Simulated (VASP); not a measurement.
Set up this calculation in VASP 6.6.1, as the native input.

| Property | Result |
| --- | --- |
| Task | single point |
| Functional | PBE |
| Potentials or basis | VASP PAW PBE potentials, release 64 (Co, Al) |
| Cutoff | 520 eV |
| k mesh | 14 × 14 × 14 |
| Occupations | fermi-dirac, width 0.1 eV |
| Spin | no spin polarisation |
| Dipole correction | no |
| Further INCAR settings | ALGO = Normal; EDIFF = 1e-06; NBANDS = 13 |

The structure of AlCo (CsCl type) lies in POSCAR:

```
AlCo
1.0
    2.8051461779      0.0000000000      0.0000000000
    0.0000000000      2.8051461779      0.0000000000
    0.0000000000      0.0000000000      2.8051461779
Co Al
1 1
Direct
    0.0000000000      0.0000000000      0.0000000000
    0.5000000000      0.5000000000      0.5000000000
```

One way to write it, as run:

INCAR

```
SYSTEM = AlCo
PREC = Accurate
ENCUT = 520
EDIFF = 1E-6
ISMEAR = -1
SIGMA = 0.1
LREAL = .FALSE.
LASPH = .TRUE.
NELM = 60
ALGO = Normal
ISIF = 2
LWAVE = .FALSE.
LCHARG = .FALSE.
GGA = PE
NBANDS = 13
```

KPOINTS

```
regular mesh
0
G
  14 14 14
  0 0 0
```

Potentials or basis: VASP PAW PBE potentials, release 64 (Co, Al).

Launch:

```sh
$ cat potpaw_PBE.64/Co/POTCAR potpaw_PBE.64/Al/POTCAR > POTCAR
$ mpirun -np 1 vasp_std > vasp.out
```

It gave:

```json
{
 "Pressure": "10.0 GPa",
 "Band gap on the k mesh": "zero (band 6 reaches 13.62 eV, above the bottom of band 7 at 10.97 eV)"
}
```

It took 25 s on 1 thread of Intel(R) Xeon(R) Platinum 8259CL CPU @ 2.50GHz (Skylake/Cascade Lake), with other jobs on the host, peak memory 0.16 GiB.
